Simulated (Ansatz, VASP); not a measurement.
# Two plane-wave programs on BN

```xyz
64
Lattice="9.9930 0.0000 0.0000 -4.9965 8.6542 0.0000 0.0000 0.0000 6.6357" Properties=species:S:1:pos:R:3 pbc="T T T"
B     0.0000    1.4424    1.6589
B     1.2491    0.7212    4.9768
B    -1.2491    3.6059    1.6589
B     0.0000    2.8847    4.9768
B    -2.4982    5.7694    1.6589
B    -1.2491    5.0483    4.9768
B    -3.7474    7.9330    1.6589
B    -2.4982    7.2118    4.9768
B     2.4982    1.4424    1.6589
B     3.7474    0.7212    4.9768
B     1.2491    3.6059    1.6589
B     2.4982    2.8847    4.9768
B     0.0000    5.7694    1.6589
B     1.2491    5.0483    4.9768
B    -1.2491    7.9330    1.6589
B     0.0000    7.2118    4.9768
B     4.9965    1.4424    1.6589
B     6.2456    0.7212    4.9768
B     3.7474    3.6059    1.6589
B     4.9965    2.8847    4.9768
B     2.4982    5.7694    1.6589
B     3.7474    5.0483    4.9768
B     1.2491    7.9330    1.6589
B     2.4982    7.2118    4.9768
B     7.4947    1.4424    1.6589
B     8.7438    0.7212    4.9768
B     6.2456    3.6059    1.6589
B     7.4947    2.8847    4.9768
B     4.9965    5.7694    1.6589
B     6.2456    5.0483    4.9768
B     3.7474    7.9330    1.6589
B     4.9965    7.2118    4.9768
N     0.0000    1.4424    4.9768
N     1.2641    0.7212    1.6589
N    -1.2491    3.6059    4.9768
N     0.0000    2.8847    1.6589
N    -2.4982    5.7694    4.9768
N    -1.2491    5.0483    1.6589
N    -3.7474    7.9330    4.9768
N    -2.4982    7.2118    1.6589
N     2.4982    1.4424    4.9768
N     3.7474    0.7212    1.6589
N     1.2491    3.6059    4.9768
N     2.4982    2.8847    1.6589
N     0.0000    5.7694    4.9768
N     1.2491    5.0483    1.6589
N    -1.2491    7.9330    4.9768
N     0.0000    7.2118    1.6589
N     4.9965    1.4424    4.9768
N     6.2456    0.7212    1.6589
N     3.7474    3.6059    4.9768
N     4.9965    2.8847    1.6589
N     2.4982    5.7694    4.9768
N     3.7474    5.0483    1.6589
N     1.2491    7.9330    4.9768
N     2.4982    7.2118    1.6589
N     7.4947    1.4424    4.9768
N     8.7438    0.7212    1.6589
N     6.2456    3.6059    4.9768
N     7.4947    2.8847    1.6589
N     4.9965    5.7694    4.9768
N     6.2456    5.0483    1.6589
N     3.7474    7.9330    4.9768
N     4.9965    7.2118    1.6589
```

Alike in both runs: task single point; functional LDA; k mesh 3 × 3 × 3; no spin polarisation.

```csv
,VASP,Ansatz
version,VASP 6.6.1,Ansatz 0.2.0
potentials or method,"VASP PAW LDA potentials, release 64 (B, N)","scalar-relativistic, plane waves, PAW"
plane-wave cutoff (eV),520,420
occupations,"gaussian, width 0.01 eV",fixed
valence electrons in the cell,256,256
```

|  | VASP | Ansatz | Ansatz less VASP |
| --- | --- | --- | --- |
| gap on the k mesh at the Fermi level (eV) | 4.09 | 4.10 | +0.016 |
| least direct gap on the mesh (eV) | 4.37 | 4.39 | +0.015 |
| rms of the force components (eV/Å) | 0.068 | 0.068 | +0.0001 |

LDA's correlation is that of Perdew and Zunger in VASP and of Perdew and Wang (1992) in Ansatz.
